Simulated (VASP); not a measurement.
# Bi2Pd (I4/mmm) in VASP: further runs, part 2 of 2

VASP 6.6.1. Earlier steps stand in the parts before.

**3. Single point, LDA**

This run uses another cell than the first one, of 23.48 Å³/atom.

INCAR

```
  PREC = Accurate
  ENCUT = 520
  EDIFF = 1E-6
  ISMEAR = -1
  SIGMA = 0.1
  LREAL = False
  LASPH = True
  NELM = 100
  ALGO = Normal
  ISIF = 2
  LWAVE = False
  LCHARG = False
  NBANDS = 27
```

KPOINTS

```
regular mesh
0
Gamma
  11 11 11
```

POSCAR

```
Bi2Pd
1.0
   -1.6582809988      1.6582809988      6.4037662722
    1.6582809988     -1.6582809988      6.4037662722
    1.6582809988      1.6582809988     -6.4037662722
Bi Pd
2 1
Direct
    0.3630000000      0.3630000000      0.0000000000
    0.6370000000      0.6370000000      0.0000000000
    0.0000000000      0.0000000000      0.0000000000
```

Potentials or basis: VASP PAW LDA potentials, release 64 (Bi_d, Pd).

On the command line:

```bash
$ cat potpaw_LDA.64/Bi_d/POTCAR potpaw_LDA.64/Pd/POTCAR > POTCAR
$ mpirun -np 1 vasp_std > vasp.out
```

OUTCAR:

```text
PREC = Accurate
   ENCUT = 520
   EDIFF = 1E-6
   ISMEAR = -1
   LREAL = False
   LASPH = True
   NELM = 100
   ISIF = 2

 ion  position               nearest neighbor table
   1  0.363  0.363  0.000-   3 2.93   3 2.93   3 2.93   3 2.93   2 3.51   2 3.73   2 3.73   2 3.73
                             2 3.73
   2  0.637  0.637  0.000-   3 2.93   3 2.93   3 2.93   3 2.93   1 3.51   1 3.73   1 3.73   1 3.73
                             1 3.73
   3  0.000  0.000  0.000-   2 2.93   2 2.93   2 2.93   1 2.93   2 2.93   1 2.93   1 2.93   1 2.93

  LATTYP: Found a body centered tetragonal cell.
 ALAT       =     3.3165619976
 C/A-ratio  =     3.8616894705

[... 908 lines left out ...]

 [... further k-points ...]
[... 5 lines left out ...]
  --------------------------------------------------------------------------------------
  -------------------------------------------------------------------------------------
  Total        0.2259521      0.2259521     -0.0376675      0.0000000     -0.0000000      0.0000000
  in kB        5.1394330      5.1394330     -0.8567732      0.0000000     -0.0000000      0.0000000
  external PRESSURE =       3.1406976 kB  Pullay stress =       0.0000000 kB

 VOLUME and BASIS-vectors are now :
 -----------------------------------------------------------------------------
  energy-cutoff  :      520.00
  volume of cell :       70.44
      direct lattice vectors                 reciprocal lattice vectors
    -1.658280999  1.658280999  6.403766272     0.000000000  0.301517053  0.078079052
     1.658280999 -1.658280999  6.403766272     0.301517053  0.000000000  0.078079052
     1.658280999  1.658280999 -6.403766272     0.301517053  0.301517053  0.000000000

 POSITION                                       TOTAL-FORCE (eV/Angst)
 -----------------------------------------------------------------------------------
      0.00000      0.00000      4.64913        -0.000000     -0.000000      0.007179
      0.00000      0.00000      8.15840         0.000000      0.000000     -0.007179
      0.00000      0.00000      0.00000         0.000000      0.000000     -0.000000
 -----------------------------------------------------------------------------------
    total drift:                                0.000000      0.000000     -0.000000

  FREE ENERGIE OF THE ION-ELECTRON SYSTEM (eV)
  ---------------------------------------------------
  free  energy   TOTEN  =       -16.3099334787 eV

  energy  without entropy=      -16.2708702966  energy(sigma->0) =      -16.29040189
```

Wall time 5.5 min (1 thread of Intel Xeon 6975P-C (Granite Rapids), shared host); peak memory 0.45 GiB.

What came out:

```
Free energy            : -16.3099 eV
Pressure               : 0.3 GPa
Largest force          : 0.007 eV/Å
Band gap on the k mesh : zero (bands 20 and 21 overlap by 3.28 eV)
```

Forces in eV/Å, atoms in the order of the input:
```
Bi   0.000  0.000  0.007
Bi   0.000  0.000 -0.007
Pd   0.000  0.000  0.000
```

Stress tensor (GPa, compression positive):
```
 0.51  0.00  0.00
 0.00  0.51  0.00
 0.00  0.00 -0.09
```

Levels at points of the mesh, in eV from the Fermi level:
```csv
k point,band 17,band 18,band 19,band 20,band 21,band 22,band 23,band 24
"(0.00, 0.00, 0.00)",-2.95,-2.70,1.75,2.54,2.54,3.27,3.27,4.91
```

Caveat: spin-orbit coupling is left out, which moves the levels of the heavy elements.

**4. Single point, LDA**

This run uses another cell than the first one, of 23.97 Å³/atom.

INCAR

```
SYSTEM = Bi2Pd
PREC = Accurate
ENCUT = 520
EDIFF = 1E-6
ISMEAR = -1
SIGMA = 0.1
LREAL = .False.
LASPH = .True.
NELM = 60
ALGO = Normal
ISIF = 2
LWAVE = .False.
LCHARG = .False.
GGA = CA
NBANDS = 27
```

KPOINTS

```
regular mesh
0
Gamma
  11 11 11
  0 0 0
```

POSCAR

```
Bi2Pd
1.0
   -1.6697177809      1.6697177809      6.4479315732
    1.6697177809     -1.6697177809      6.4479315732
    1.6697177809      1.6697177809     -6.4479315732
Bi Pd
2 1
Direct
    0.3630000000      0.3630000000      0.0000000000
    0.6370000000      0.6370000000      0.0000000000
    0.0000000000      0.0000000000      0.0000000000
```

On the command line:

```bash
$ cat potpaw_LDA.64/Bi_d/POTCAR potpaw_LDA.64/Pd/POTCAR > POTCAR
$ mpirun -np 1 vasp_std > vasp.out
```

Run time: 5.8 min. Hardware: 1 thread of Intel Xeon 6975P-C (Granite Rapids), shared host; peak memory 0.45 GiB.

The run converged. Its results:

| Item | Value |
| --- | --- |
| Free energy | -16.3045 eV |
| Pressure | -1.6 GPa |
| Largest force | 0.138 eV/Å |
| Band gap on the k mesh | zero (bands 20 and 21 overlap by 3.22 eV) |

Forces in eV/Å, atoms in the order of the input:
```
Bi   0.000  0.000  0.138
Bi   0.000  0.000 -0.138
Pd   0.000  0.000  0.000
```

Stress tensor (GPa, compression positive):
```
-1.48  0.00  0.00
 0.00 -1.48  0.00
 0.00  0.00 -1.92
```

Levels at points of the mesh, in eV from the Fermi level:
| k point | band 17 | band 18 | band 19 | band 20 | band 21 | band 22 | band 23 | band 24 |
| --- | --- | --- | --- | --- | --- | --- | --- | --- |
| (0.00, 0.00, 0.00) | -2.87 | -2.62 | 1.70 | 2.50 | 2.50 | 3.20 | 3.20 | 4.73 |

Caveat: spin-orbit coupling is left out, which moves the levels of the heavy elements.

**5. Single point, LDA**

This run uses another cell than the first one, of 24.46 Å³/atom.

INCAR

```
PREC = Accurate
ENCUT = 520
EDIFF = 1E-6
ISMEAR = -1
SIGMA = 0.1
LREAL = False
LASPH = True
NELM = 80
ALGO = Normal
ISIF = 2
LWAVE = False
LCHARG = False
NBANDS = 27
```

KPOINTS

```
regular mesh
0
Gamma
  11 11 11
```

POSCAR

```
Bi2Pd
1.0
   -1.6810000000      1.6810000000      6.4915000000
    1.6810000000     -1.6810000000      6.4915000000
    1.6810000000      1.6810000000     -6.4915000000
Bi Pd
2 1
Direct
    0.3630000000      0.3630000000      0.0000000000
    0.6370000000      0.6370000000      0.0000000000
    0.0000000000      0.0000000000      0.0000000000
```

On the command line:

```bash
$ cat potpaw_LDA.64/Bi_d/POTCAR potpaw_LDA.64/Pd/POTCAR > POTCAR
$ mpirun -np 1 vasp_std > vasp.out
```

Wall time 6.3 min (1 thread of Intel Xeon 6975P-C (Granite Rapids), shared host); peak memory 0.43 GiB.

The run converged. Its results:

```
Free energy            : -16.2823 eV
Pressure               : -3.3 GPa
Largest force          : 0.257 eV/Å
Band gap on the k mesh : zero (bands 20 and 21 overlap by 3.15 eV)
```

Forces in eV/Å, atoms in the order of the input:
```
Bi   0.000  0.000  0.257
Bi   0.000  0.000 -0.257
Pd   0.000  0.000  0.000
```

Stress tensor (GPa, compression positive):
```
-3.24  0.00  0.00
 0.00 -3.24  0.00
 0.00  0.00 -3.53
```

Levels at points of the mesh, in eV from the Fermi level:
| k point | band 17 | band 18 | band 19 | band 20 | band 21 | band 22 | band 23 | band 24 |
| --- | --- | --- | --- | --- | --- | --- | --- | --- |
| (0.00, 0.00, 0.00) | -2.78 | -2.55 | 1.66 | 2.46 | 2.46 | 3.13 | 3.13 | 4.57 |

Caveat: the cell stands under tension; spin-orbit coupling is left out, which moves the levels of the heavy elements.

**6. The runs side by side**

| cell | gap on the mesh (eV) | pressure (GPa) | largest force (eV/Å) |
| --- | --- | --- | --- |
| a = 6.772 Å, angles 151.9, 151.9, 40.2°, 3 atoms | none | 2.5 | 0.14 |
| a = 6.820 Å, angles 151.9, 151.9, 40.2°, 3 atoms | none | 0.3 | 0.01 |
| a = 6.867 Å, angles 151.9, 151.9, 40.2°, 3 atoms | none | -1.6 | 0.14 |
| a = 6.913 Å, angles 151.9, 151.9, 40.2°, 3 atoms | none | -3.3 | 0.26 |

Alike in all rows: task single point; level LDA; potentials or basis VASP PAW LDA potentials, release 64 (Bi_d, Pd); no spin polarisation; k mesh 11 × 11 × 11; cutoff (eV) 520; smearing fermi-dirac 0.1 eV.

Caveats: spin-orbit coupling is left out, which moves the levels of the heavy elements; the cell stands under tension (at least some runs).

Total energies depend on the potentials used, so only differences within one code and one set of settings carry meaning.
